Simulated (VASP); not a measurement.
# Au (P6_3/mmc) in VASP: relaxation of cell and atoms with LDA

Aim: the relaxation of cell and atoms of Au with LDA.

Everything below comes from runs of VASP 6.6.1. Logs are shortened: lines on timing, memory, paths and dates and some standing lists are left out, and cuts for length are marked.

## 1. The cell of the first run

The structure is hexagonal, space group P6_3/mmc (No. 194). Conventional cell: a = 2.900 Å, b = 2.900 Å, c = 4.880 Å, α = 90.00°, β = 90.00°, γ = 120.00°. Within 3.8 Å of Au (site symmetry -6m2) lie 12 Au at 2.90 to 2.96 Å.

This isn't the form of Au at room conditions, which is fcc.

## 2. Relaxation of cell and atoms, LDA

INCAR

```
PREC = Accurate
ENCUT = 540
EDIFF = 1E-7
ISMEAR = 0
SIGMA = 0.1
LREAL = False
LASPH = True
NELM = 120
ALGO = Normal
ISIF = 3
LWAVE = False
LCHARG = False
IBRION = 2
NSW = 100
EDIFFG = -0.05
GGA_COMPAT = False
NELMIN = 4
```

KPOINTS

```
regular mesh
0
Gamma
  9 9 4
```

POSCAR

```
Au
1.0
    2.9000000000      0.0000000000      0.0000000000
   -1.4500000000      2.5114736710      0.0000000000
    0.0000000000      0.0000000000      4.8800000000
Au
2
Direct
    0.3333333333      0.6666666667      0.7500000000
    0.6666666667      0.3333333333      0.2500000000
```

Potentials or basis: VASP PAW LDA potentials, release 64 (Au_sv_GW).

Started as:

```
$ cat potpaw_LDA.64/Au_sv_GW/POTCAR > POTCAR
$ mpirun -np 1 vasp_std > vasp.out
```

OUTCAR:

```text
PREC = Accurate
   ENCUT = 540
   EDIFF = 1E-7
   ISMEAR = 0
   LREAL = False
   LASPH = True
   NELM = 120
   ISIF = 3
   IBRION = 2
   NSW = 100
   EDIFFG = -0.05
   NELMIN = 4

 ion  position               nearest neighbor table
   1  0.333  0.667  0.750-   2 2.96   2 2.96   2 2.96   2 2.96   2 2.96   2 2.96
   2  0.667  0.333  0.250-   1 2.96   1 2.96   1 2.96   1 2.96   1 2.96   1 2.96

  LATTYP: Found a hexagonal cell.
 ALAT       =     2.9000000000
 C/A-ratio  =     1.6827586207

  Lattice vectors:

 A1 = (   2.9000000000,   0.0000000000,   0.0000000000)
 A2 = (  -1.4500000000,   2.5114736710,   0.0000000000)
 A3 = (   0.0000000000,   0.0000000000,   4.8800000000)

Analysis of symmetry for initial positions (statically):
=====================================================================
 Subroutine PRICEL returns:
 Original cell was already a primitive cell.

 Routine SETGRP: Setting up the symmetry group for a
 hexagonal supercell.

 Subroutine GETGRP returns: Found 24 space group operations
 (whereof 12 operations were pure point group operations)
 out of a pool of 24 trial point group operations.

The static configuration has the point symmetry D_3d.
 The point group associated with its full space group is D_6h.

Analysis of symmetry for dynamics (positions and initial velocities):
=====================================================================
 Subroutine PRICEL returns:
 Original cell was already a primitive cell.

 Routine SETGRP: Setting up the symmetry group for a
 hexagonal supercell.

 Subroutine GETGRP returns: Found 24 space group operations
 (whereof 12 operations were pure point group operations)
 out of a pool of 24 trial point group operations.

The dynamic configuration has the point symmetry D_3d.
 The point group associated with its full space group is D_6h.

 Subroutine INISYM returns: Found 24 space group operations
 (whereof 12 operations are pure point group operations),
 and found     1 'primitive' translations

----------------------------------------------------------------------------------------

                                     Primitive cell

  volume of cell :      35.5424

  direct lattice vectors                    reciprocal lattice vectors
     2.900000000  0.000000000  0.000000000     0.344827586  0.199086300  0.000000000
    -1.450000000  2.511473671  0.000000000     0.000000000  0.398172599  0.000000000
     0.000000000  0.000000000  4.880000000     0.000000000  0.000000000  0.204918033

  length of vectors
     2.900000000  2.900000000  4.880000000     0.398172599  0.398172599  0.204918033

  position of ions in fractional coordinates (direct lattice)
     0.333333333  0.666666667  0.750000000
     0.666666667  0.333333333  0.250000000

  ion indices of the primitive-cell ions
   primitive index   ion index
                 1           1
                 2           2

----------------------------------------------------------------------------------------

 KPOINTS: regular mesh

Automatic generation of k-mesh.
 Grid dimensions read from file:
 generate k-points for:    9    9    4

 Generating k-lattice:

  Cartesian coordinates                     Fractional coordinates (reciprocal lattice)
     0.038314176  0.022120700  0.000000000     0.111111111  0.000000000  0.000000000
     0.000000000  0.044241400  0.000000000     0.000000000  0.111111111  0.000000000
     0.000000000  0.000000000  0.051229508     0.000000000  0.000000000  0.250000000

  Length of vectors
     0.044241400  0.044241400  0.051229508

  Shift w.r.t. Gamma in fractional coordinates (k-lattice)
     0.000000000  0.000000000  0.000000000

 Subroutine IBZKPT returns following result:
 ===========================================

 Found     36 irreducible k-points:

 Following reciprocal coordinates:
            Coordinates               Weight
  0.000000  0.000000  0.000000      1.000000
  0.111111  0.000000  0.000000      6.000000
  0.222222  0.000000  0.000000      6.000000
  0.333333 -0.000000  0.000000      6.000000
  0.444444  0.000000  0.000000      6.000000
  0.111111  0.111111  0.000000      6.000000
[... 16 lines left out ...]
  0.333333  0.222222  0.250000     24.000000
  0.333333  0.333333  0.250000      4.000000
 [... further k-points ...]
   k-points           NKPTS =     36   k-points in BZ     NKDIM =     36   number of bands    NBANDS=     23
   number of dos      NEDOS =    301   number of ions     NIONS =      2
   total plane-waves  NPLWV =  23040
   dimension x,y,z NGX =    24 NGY =   24 NGZ =   40
   dimension x,y,z NGXF=    48 NGYF=   48 NGZF=   80
   ions per type =               2
   NGX,Y,Z   is equivalent  to a cutoff of  13.76, 13.76, 13.63 a.u.
   NGXF,Y,Z  is equivalent  to a cutoff of  27.52, 27.52, 27.25 a.u.
 SYSTEM =  unknown system
   PREC   = accura    normal or accurate (medium, high low for compatibility)
   ISTART =      0    job   : 0-new  1-cont  2-samecut
   ICHARG =      2    charge: 1-file 2-atom 10-const
   ISPIN  =      1    spin polarized calculation?
   LNONCOLLINEAR =      F non collinear calculations
   LSORBIT =      F    spin-orbit coupling
   LASPH  =      T    aspherical Exc in radial PAW
   ENCUT  =  540.0 eV  39.69 Ry    6.30 a.u.   5.49  5.49  9.25*2*pi/ulx,y,z
   NELM   =    120;   NELMIN=  4; NELMDL= -5     # of ELM steps
   EDIFF  = 0.1E-06   stopping-criterion for ELM
   LREAL  =      F    real-space projection
   EDIFFG = -.5E-01   stopping-criterion for IOM
   NSW    =    100    number of steps for IOM
   IBRION =      2    ionic relax: 0-MD 1-quasi-New 2-CG
   NFREE  =      1    steps in history (QN), initial steepest desc. (CG)
   ISIF   =      3    stress and relaxation
   ISYM   =      2    0-nonsym 1-usesym 2-fastsym
   POTIM  = 0.5000    time-step for ionic-motion
   TEBEG  =    0.0;   TEEND  =   0.0 temperature during run
   PSTRESS=    0.0 pullay stress
   NELECT =      38.0000    total number of electrons
   NUPDOWN=      -1.0000    fix difference up-down
   EMIN   =  10.00;   EMAX   =-10.00  energy-range for DOS
   EFERMI =   0.00;   METHOD = LEGACY
   ISMEAR =     0;   SIGMA  =   0.10  broadening in eV -4-tet -1-fermi 0-gaus
   EFERMI_NEDOS =   21; number of points for ismear=-14 and -15
   IALGO  =     38    algorithm
   IMIX   =      4    mixing-type and parameters
     AMIX     =   0.40;   BMIX     =  1.00
     AMIX_MAG =   1.60;   BMIX_MAG =  1.00
  volume/ion in A,a.u.               =      17.77       119.93
  Fermi-wavevector in a.u.,A,eV,Ry     =   1.673994  3.163390 38.127003  2.802256
  Thomas-Fermi vector in A             =   2.758867
   LORBIT       =      0    0 simple, 1 ext, 2 COOP (PROOUT), +10 PAW based schemes
   GGA     = CA    functional components
   LHFCALC =     F    Hartree Fock is set to
   AEXX    =    0.0000 exact exchange contribution
   IVDW    =     0    specifies the selected vdW correction
   LEPSILON=     F    determine dielectric tensor
   LRPA    =     F    only Hartree local field effects (RPA)
 conjugate gradient relaxation of ions
 non-spin polarized calculation
 Gauss-broadening in eV      SIGMA  =   0.10
  energy-cutoff  :      540.00
  volume of cell :       35.54
 maximum number of plane-waves:      1051
 NGX is ok and might be reduce to    24
   NGX = 11   NGY = 11   NGZ = 19

--------------------------------------- Ionic step        1  -------------------------------------------

 number of electron      38.0000012 magnetization

 Free energy of the ion-electron system (eV)
  ---------------------------------------------------
  ext. energy  EPLUGINS =         0.00000000
  ---------------------------------------------------
  free energy    TOTEN  =        -7.50208228 eV

  energy without entropy =       -7.49745130  energy(sigma->0) =       -7.49976679

------------------------ aborting loop because EDIFF is reached ----------------------------------------

  FORCE on cell =-STRESS in cart. coord.  units (eV):
  Direction    XX          YY          ZZ          XY          YZ          ZX
  --------------------------------------------------------------------------------------
  -------------------------------------------------------------------------------------
  Total       -2.3036779     -2.3036779     -2.4019003      0.0000000      0.0000000      0.0000000
  in kB     -103.8450707   -103.8450707   -108.2727344      0.0000000      0.0000000      0.0000000
  external PRESSURE =    -105.3209586 kB  Pullay stress =       0.0000000 kB
[... 21 lines left out ...]
  energy  without entropy=       -7.4974513016  energy(sigma->0) =       -7.49976679

--------------------------------------- Ionic step        2  -------------------------------------------

 number of electron      38.0000007 magnetization

 E-fermi :  10.5635     XC(G=0): -14.5277

 val. band max:       10.4709308856   @ k =   0.3333   0.1111   0.5000
 cond. band min:      10.5679316433   @ k =   0.2222   0.0000   0.2500
 fundamental gap:      0.0970007577
 Fermi energy:        10.5634770328

 k-point     1 :       0.0000    0.0000    0.0000
  band No.  band energies     occupation
      1     -94.8993      2.00000
      2     -94.8783      2.00000
      3     -46.7147      2.00000
      4     -46.4009      2.00000
      5     -46.4009      2.00000
      6     -46.3721      2.00000
[... 613 lines left out ...]
     22      18.6325      0.00000
     23      18.6325      0.00000

 [... further k-points ...]

------------------------ aborting loop because EDIFF is reached ----------------------------------------

  FORCE on cell =-STRESS in cart. coord.  units (eV):
  Direction    XX          YY          ZZ          XY          YZ          ZX
  --------------------------------------------------------------------------------------
  -------------------------------------------------------------------------------------
  Total        5.5375206      5.5375206      4.7860341     -0.0000000      0.0000000      0.0000000
  in kB      297.0694230    297.0694230    256.7546867     -0.0000000      0.0000000      0.0000000
  external PRESSURE =     283.6311776 kB  Pullay stress =       0.0000000 kB
[... 129 lines left out ...]
  energy  without entropy=       -7.5733842047  energy(sigma->0) =       -7.57662464

--------------------------------------- Ionic step        6  -------------------------------------------

 number of electron      37.9999993 magnetization

 Free energy of the ion-electron system (eV)
  ---------------------------------------------------
  ext. energy  EPLUGINS =         0.00000000
  ---------------------------------------------------
  free energy    TOTEN  =        -7.58059029 eV

  energy without entropy =       -7.57375459  energy(sigma->0) =       -7.57717244

 E-fermi :   8.6954     XC(G=0): -13.8117

 val. band max:        8.6280319914   @ k =   0.2222   0.0000   0.2500
 cond. band min:       8.7188744353   @ k =   0.2222   0.2222   0.5000
 fundamental gap:      0.0908424439
 Fermi energy:         8.6953949164

 k-point     1 :       0.0000    0.0000    0.0000
  band No.  band energies     occupation
      1     -96.3631      2.00000
      2     -96.3510      2.00000
      3     -48.0922      2.00000
      4     -47.8927      2.00000
      5     -47.8927      2.00000
      6     -47.8665      2.00000
[... 613 lines left out ...]
     22      16.0413      0.00000
     23      16.0413      0.00000

 [... further k-points ...]

------------------------ aborting loop because EDIFF is reached ----------------------------------------

  FORCE on cell =-STRESS in cart. coord.  units (eV):
  Direction    XX          YY          ZZ          XY          YZ          ZX
  --------------------------------------------------------------------------------------
  -------------------------------------------------------------------------------------
  Total        0.0704654      0.0704654     -0.0297265      0.0000000      0.0000000      0.0000000
  in kB        3.3922951      3.3922951     -1.4310713      0.0000000      0.0000000      0.0000000
  external PRESSURE =       1.7845063 kB  Pullay stress =       0.0000000 kB
[... 17 lines left out ...]
  FREE ENERGIE OF THE ION-ELECTRON SYSTEM (eV)
  ---------------------------------------------------
  free  energy   TOTEN  =        -7.5805902857 eV

  energy  without entropy=       -7.5737545948  energy(sigma->0) =       -7.57717244

 reached required accuracy - stopping structural energy minimisation
```

Wall time 89 s (1 thread of Intel Xeon Platinum 8375C at 2.90GHz (Ice Lake), shared host); peak memory 0.17 GiB.

What came out:

| Quantity | Value |
| --- | --- |
| Free energy | -7.5806 eV |
| Relaxed volume | 16.64 Å³/atom |
| Relaxed cell | a = 2.844 Å, b = 2.844 Å, c = 4.753 Å, α = 90.00°, β = 90.00°, γ = 120.00° |
| Space group after relaxing (to 0.1 Å) | P6_3/mmc (No. 194) |
| Energy gained by relaxing | 39.3 meV/atom |
| Ionic steps | 6 |
| Pressure after relaxing | 0.2 GPa |
| Band gap on the k mesh | zero (bands 19 and 20 overlap by 7.12 eV) |

Stress tensor (GPa, compression positive):
```
 0.34  0.00  0.00
 0.00  0.34  0.00
 0.00  0.00 -0.14
```

The path:
```tsv
step	energy change (eV)	largest force (eV/Å)	pressure (GPa)	volume (Å³)
1	0.0000	0.0000	-10.53	35.54
2	0.1937	0.0000	28.36	29.87
3	-0.0777	0.0000	-0.34	33.39
4	-0.0778	0.0000	-0.06	33.34
5	-0.0778	0.0000	0.19	33.29
6	-0.0785	0.0000	0.18	33.28
```

Final structure:
```
CELL_PARAMETERS angstrom
2.84359 0.00000 0.00000
-1.42179 2.46262 0.00000
0.00000 0.00000 4.75258
ATOMIC_POSITIONS crystal
Au 0.33333 0.66667 0.75000
Au 0.66667 0.33333 0.25000
```

Caveat: spin-orbit coupling is left out, which moves the levels of the heavy elements. Zero-point motion and thermal expansion aren't in these numbers.

The gap in the log of VASP goes by the Fermi energy; the results here count the filled bands.